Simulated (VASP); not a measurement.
# CdS (gw) (F-43m) in VASP: single point with PBE

Aim: the single point of CdS (gw) with PBE.

Program: VASP 6.6.1. These are calculated values, not measurements. Logs are shortened: lines on timing, memory, paths and dates and some standing lists are left out, and cuts for length are marked.

## (1) The cell of the first run

The structure is cubic, space group F-43m (No. 216). The conventional cell has a = 5.825 Å, b = 5.825 Å, c = 5.825 Å, α = 90.00°, β = 90.00°, γ = 90.00°. Cd (site symmetry -43m) has 4 S at 2.52 Å within 3.3 Å. Within 3.3 Å of S (site symmetry -43m) lie 4 Cd at 2.52 Å.

## (2) Single point, PBE

INCAR

```
PREC = Accurate
ENCUT = 500
EDIFF = 1E-6
ISMEAR = 0
SIGMA = 0.01
LREAL = F
LASPH = T
NELM = 120
ALGO = Normal
ISIF = 2
LWAVE = F
LCHARG = T
GGA = PE
LELF = T
LVHAR = T
NBANDS = 16
GGA_COMPAT = F
```

KPOINTS

```
Automatic mesh
0
Gamma
  4 4 4
```

POSCAR

```
CdS
1.0
    0.0000000000      2.9122812366      2.9122812366
    2.9122812366      0.0000000000      2.9122812366
    2.9122812366      2.9122812366      0.0000000000
Cd S
1 1
Direct
    0.0000000000      0.0000000000      0.0000000000
    0.2500000000      0.2500000000      0.2500000000
```

Potentials or basis: VASP PAW PBE potentials, release 64 (Cd, S).

On the command line:

```bash
> cat potpaw_PBE.64/Cd/POTCAR potpaw_PBE.64/S/POTCAR > POTCAR
> mpirun -np 1 vasp_std > vasp.out
```

OUTCAR:

```text
PREC = Accurate
   ENCUT = 500
   EDIFF = 1E-6
   ISMEAR = 0
   LREAL = F
   LASPH = T
   NELM = 120
   ISIF = 2
   GGA = PE

 ion  position               nearest neighbor table
   1  0.000  0.000  0.000-   2 2.52   2 2.52   2 2.52   2 2.52
   2  0.250  0.250  0.250-   1 2.52   1 2.52   1 2.52   1 2.52

  LATTYP: Found a face centered cubic cell.
 ALAT       =     5.8245624732

  Lattice vectors:

 A1 = (   0.0000000000,   2.9122812366,   2.9122812366)
 A2 = (   2.9122812366,   0.0000000000,   2.9122812366)
 A3 = (   2.9122812366,   2.9122812366,   0.0000000000)

Analysis of symmetry for initial positions (statically):
=====================================================================
 Subroutine PRICEL returns:
 Original cell was already a primitive cell.

 Routine SETGRP: Setting up the symmetry group for a
 face centered cubic supercell.

 Subroutine GETGRP returns: Found 24 space group operations
 (whereof 24 operations were pure point group operations)
 out of a pool of 48 trial point group operations.

The static configuration has the point symmetry T_d .

Analysis of symmetry for dynamics (positions and initial velocities):
=====================================================================
 Subroutine PRICEL returns:
 Original cell was already a primitive cell.

 Routine SETGRP: Setting up the symmetry group for a
 face centered cubic supercell.

 Subroutine GETGRP returns: Found 24 space group operations
 (whereof 24 operations were pure point group operations)
 out of a pool of 48 trial point group operations.

The dynamic configuration has the point symmetry T_d .

 Subroutine INISYM returns: Found 24 space group operations
 (whereof 24 operations are pure point group operations),
 and found     1 'primitive' translations

----------------------------------------------------------------------------------------

                                     Primitive cell

  volume of cell :      49.4003

  direct lattice vectors                    reciprocal lattice vectors
     0.000000000  2.912281237  2.912281237    -0.171686715  0.171686715  0.171686715
     2.912281237  0.000000000  2.912281237     0.171686715 -0.171686715  0.171686715
     2.912281237  2.912281237  0.000000000     0.171686715  0.171686715 -0.171686715

  length of vectors
     4.118587622  4.118587622  4.118587622     0.297370114  0.297370114  0.297370114

  position of ions in fractional coordinates (direct lattice)
     0.000000000  0.000000000  0.000000000
     0.250000000  0.250000000  0.250000000

  ion indices of the primitive-cell ions
   primitive index   ion index
                 1           1
                 2           2

----------------------------------------------------------------------------------------

 KPOINTS: Automatic mesh

Automatic generation of k-mesh.
 Grid dimensions read from file:
 generate k-points for:    4    4    4

 Generating k-lattice:

  Cartesian coordinates                     Fractional coordinates (reciprocal lattice)
    -0.042921679  0.042921679  0.042921679     0.250000000  0.000000000  0.000000000
     0.042921679 -0.042921679  0.042921679     0.000000000  0.250000000  0.000000000
     0.042921679  0.042921679 -0.042921679     0.000000000  0.000000000  0.250000000

  Length of vectors
     0.074342529  0.074342529  0.074342529

  Shift w.r.t. Gamma in fractional coordinates (k-lattice)
     0.000000000  0.000000000  0.000000000

 Subroutine IBZKPT returns following result:
 ===========================================

 Found      8 irreducible k-points:

 Following reciprocal coordinates:
            Coordinates               Weight
  0.000000  0.000000  0.000000      1.000000
  0.250000  0.000000  0.000000      8.000000
  0.500000  0.000000  0.000000      4.000000
  0.250000  0.250000  0.000000      6.000000
  0.500000  0.250000  0.000000     24.000000
 -0.250000  0.250000  0.000000     12.000000
  0.500000  0.500000  0.000000      3.000000
 -0.250000  0.500000  0.250000      6.000000
   k-points           NKPTS =      8   k-points in BZ     NKDIM =      8   number of bands    NBANDS=     16
   number of dos      NEDOS =    301   number of ions     NIONS =      2
   total plane-waves  NPLWV =  27000
   dimension x,y,z NGX =    30 NGY =   30 NGZ =   30
   dimension x,y,z NGXF=    60 NGYF=   60 NGZF=   60
   ions per type =               1   1
   NGX,Y,Z   is equivalent  to a cutoff of  12.11, 12.11, 12.11 a.u.
   NGXF,Y,Z  is equivalent  to a cutoff of  24.22, 24.22, 24.22 a.u.
 SYSTEM =  unknown system
   PREC   = accura    normal or accurate (medium, high low for compatibility)
   ISTART =      0    job   : 0-new  1-cont  2-samecut
   ICHARG =      2    charge: 1-file 2-atom 10-const
   ISPIN  =      1    spin polarized calculation?
   LNONCOLLINEAR =      F non collinear calculations
   LSORBIT =      F    spin-orbit coupling
   LASPH  =      T    aspherical Exc in radial PAW
   ENCUT  =  500.0 eV  36.75 Ry    6.06 a.u.   7.51  7.51  7.51*2*pi/ulx,y,z
   NELM   =    120;   NELMIN=  2; NELMDL= -5     # of ELM steps
   EDIFF  = 0.1E-05   stopping-criterion for ELM
   LREAL  =      F    real-space projection
   EDIFFG = 0.1E-04   stopping-criterion for IOM
   NSW    =      0    number of steps for IOM
   IBRION =     -1    ionic relax: 0-MD 1-quasi-New 2-CG
   NFREE  =      0    steps in history (QN), initial steepest desc. (CG)
   ISIF   =      2    stress and relaxation
   ISYM   =      2    0-nonsym 1-usesym 2-fastsym
   POTIM  = 0.5000    time-step for ionic-motion
   TEBEG  =    0.0;   TEEND  =   0.0 temperature during run
   PSTRESS=    0.0 pullay stress
   NELECT =      18.0000    total number of electrons
   NUPDOWN=      -1.0000    fix difference up-down
   EMIN   =  10.00;   EMAX   =-10.00  energy-range for DOS
   EFERMI =   0.00;   METHOD = LEGACY
   ISMEAR =     0;   SIGMA  =   0.01  broadening in eV -4-tet -1-fermi 0-gaus
   EFERMI_NEDOS =   21; number of points for ismear=-14 and -15
   IALGO  =     38    algorithm
   IMIX   =      4    mixing-type and parameters
     AMIX     =   0.40;   BMIX     =  1.00
     AMIX_MAG =   1.60;   BMIX_MAG =  1.00
  volume/ion in A,a.u.               =      24.70       166.68
  Fermi-wavevector in a.u.,A,eV,Ry     =   1.169290  2.209638 18.602428  1.367240
  Thomas-Fermi vector in A             =   2.305765
   LORBIT       =      0    0 simple, 1 ext, 2 COOP (PROOUT), +10 PAW based schemes
   GGA     = PE    functional components
   LHFCALC =     F    Hartree Fock is set to
   AEXX    =    0.0000 exact exchange contribution
   IVDW    =     0    specifies the selected vdW correction
   LEPSILON=     F    determine dielectric tensor
   LRPA    =     F    only Hartree local field effects (RPA)
 non-spin polarized calculation
 Gauss-broadening in eV      SIGMA  =   0.01
  energy-cutoff  :      500.00
  volume of cell :       49.40
 maximum number of plane-waves:      1283
   NGX = 15   NGY = 15   NGZ = 15

 number of electron      18.0000004 magnetization

 Free energy of the ion-electron system (eV)
  ---------------------------------------------------
  ext. energy  EPLUGINS =         0.00000000
  ---------------------------------------------------
  free energy    TOTEN  =        -6.08307273 eV

  energy without entropy =       -6.08307273  energy(sigma->0) =       -6.08307273

 E-fermi :   1.4710     XC(G=0):  -9.1607

 val. band max:        1.3749825448   @ k =   0.0000   0.0000   0.0000
 cond. band min:       2.5229287411   @ k =   0.0000   0.0000   0.0000
 fundamental gap:      1.1479461963
 Fermi energy:         1.4710327520

 k-point     1 :       0.0000    0.0000    0.0000
  band No.  band energies     occupation
      1     -11.0195      2.00000
      2      -6.3904      2.00000
      3      -6.3904      2.00000
      4      -6.3904      2.00000
      5      -5.9071      2.00000
      6      -5.9071      2.00000
      7       1.3750      2.00000
      8       1.3750      2.00000
      9       1.3750      2.00000
     10       2.5229      0.00000
     11       7.9046      0.00000
     12       7.9046      0.00000
     13       7.9046      0.00000
     14      12.8286      0.00000
     15      12.8502      0.00000
     16      12.8502      0.00000

 k-point     2 :       0.2500    0.0000    0.0000
  band No.  band energies     occupation
      1     -10.8041      2.00000
      2      -6.3185      2.00000
      3      -6.3185      2.00000
      4      -6.1424      2.00000
      5      -5.9027      2.00000
      6      -5.9027      2.00000
      7      -1.1375      2.00000
      8       0.9738      2.00000
      9       0.9738      2.00000
     10       4.1590      0.00000
     11       7.6736      0.00000
     12       8.4123      0.00000
     13       8.4123      0.00000
     14      12.0143      0.00000
     15      12.0143      0.00000
     16      12.7094      0.00000

 k-point     3 :       0.5000    0.0000    0.0000
  band No.  band energies     occupation
      1     -10.5891      2.00000
      2      -6.2691      2.00000
      3      -6.2691      2.00000
      4      -5.8687      2.00000
      5      -5.8687      2.00000
      6      -5.5208      2.00000
      7      -3.0634      2.00000
      8       0.6155      2.00000
      9       0.6155      2.00000
     10       4.3846      0.00000
     11       8.3718      0.00000
     12       8.3718      0.00000
     13       8.8624      0.00000
     14      12.4682      0.00000
     15      13.9251      0.00000
     16      13.9251      0.00000

 k-point     4 :       0.2500    0.2500    0.0000
  band No.  band energies     occupation
      1     -10.7342      2.00000
      2      -6.2295      2.00000
      3      -6.2295      2.00000
      4      -6.2177      2.00000
      5      -5.9236      2.00000
      6      -5.8631      2.00000
      7      -0.9548      2.00000
      8       0.3422      2.00000
      9       0.3422      2.00000
     10       4.9817      0.00000
     11       6.1826      0.00000
     12       9.5225      0.00000
     13       9.5225      0.00000
     14       9.7945      0.00000
     15      13.2255      0.00000
     16      16.0994      0.00000

 k-point     5 :       0.5000    0.2500    0.0000
  band No.  band energies     occupation
      1     -10.5241      2.00000
      2      -6.2153      2.00000
      3      -6.1507      2.00000
      4      -5.9984      2.00000
      5      -5.8537      2.00000
      6      -5.4876      2.00000
      7      -2.5213      2.00000
      8      -0.6109      2.00000
      9       0.0139      2.00000
     10       5.5857      0.00000
     11       6.8643      0.00000
     12       8.9749      0.00000
     13       9.7977      0.00000
     14      11.8308      0.00000
     15      14.0413      0.00000
     16      15.0092      0.00000

 k-point     6 :      -0.2500    0.2500    0.0000
  band No.  band energies     occupation
      1     -10.5928      2.00000
      2      -6.2372      2.00000
      3      -6.2233      2.00000
      4      -5.9325      2.00000
      5      -5.9187      2.00000
      6      -5.6522      2.00000
      7      -2.1388      2.00000
      8      -0.6803      2.00000
      9       0.5970      2.00000
     10       5.6715      0.00000
     11       7.5202      0.00000
     12       8.1189      0.00000
     13       9.0628      0.00000
     14      11.6155      0.00000
     15      13.7272      0.00000
     16      14.7499      0.00000

 k-point     7 :       0.5000    0.5000    0.0000
  band No.  band energies     occupation
      1     -10.4563      2.00000
      2      -6.1769      2.00000
      3      -6.0378      2.00000
      4      -6.0378      2.00000
      5      -5.8188      2.00000
      6      -5.4552      2.00000
      7      -2.6068      2.00000
      8      -0.5234      2.00000
      9      -0.5234      2.00000
     10       4.9055      0.00000
     11       5.7200      0.00000
     12      10.6251      0.00000
     13      12.1718      0.00000
     14      12.1718      0.00000
     15      13.7320      0.00000
     16      14.8776      0.00000

 k-point     8 :      -0.2500    0.5000    0.2500
  band No.  band energies     occupation
      1     -10.4581      2.00000
      2      -6.1569      2.00000
      3      -6.1357      2.00000
      4      -5.9465      2.00000
      5      -5.8996      2.00000
      6      -5.2664      2.00000
      7      -2.5536      2.00000
      8      -0.9167      2.00000
      9      -0.8377      2.00000
     10       6.8026      0.00000
     11       6.8199      0.00000
     12       8.6163      0.00000
     13       9.4392      0.00000
     14      12.4952      0.00000
     15      14.6037      0.00000
     16      14.7048      0.00000

------------------------ aborting loop because EDIFF is reached ----------------------------------------

  FORCE on cell =-STRESS in cart. coord.  units (eV):
  Direction    XX          YY          ZZ          XY          YZ          ZX
  --------------------------------------------------------------------------------------
  -------------------------------------------------------------------------------------
  Total        1.1278406      1.1278406      1.1278406     -0.0000000      0.0000000      0.0000000
  in kB       36.5787097     36.5787097     36.5787097     -0.0000000      0.0000000      0.0000000
  external PRESSURE =      36.5787097 kB  Pullay stress =       0.0000000 kB

 VOLUME and BASIS-vectors are now :
 -----------------------------------------------------------------------------
  energy-cutoff  :      500.00
  volume of cell :       49.40
      direct lattice vectors                 reciprocal lattice vectors
     0.000000000  2.912281237  2.912281237    -0.171686715  0.171686715  0.171686715
     2.912281237  0.000000000  2.912281237     0.171686715 -0.171686715  0.171686715
     2.912281237  2.912281237  0.000000000     0.171686715  0.171686715 -0.171686715

 POSITION                                       TOTAL-FORCE (eV/Angst)
 -----------------------------------------------------------------------------------
      0.00000      0.00000      0.00000         0.000000      0.000000      0.000000
      1.45614      1.45614      1.45614        -0.000000     -0.000000     -0.000000
 -----------------------------------------------------------------------------------
    total drift:                               -0.000000     -0.000000     -0.000000

  FREE ENERGIE OF THE ION-ELECTRON SYSTEM (eV)
  ---------------------------------------------------
  free  energy   TOTEN  =        -6.0830727329 eV

  energy  without entropy=       -6.0830727329  energy(sigma->0) =       -6.08307273
```

Wall time 18 s (1 thread of Intel Xeon 8259CL, shared host); peak memory 0.16 GiB.

What came out:

```
Free energy            : -6.0831 eV
Pressure               : 3.7 GPa
Band gap on the k mesh : 1.15 eV, direct
```

Caveat: the k points lie up to 0.47 Å⁻¹ apart.
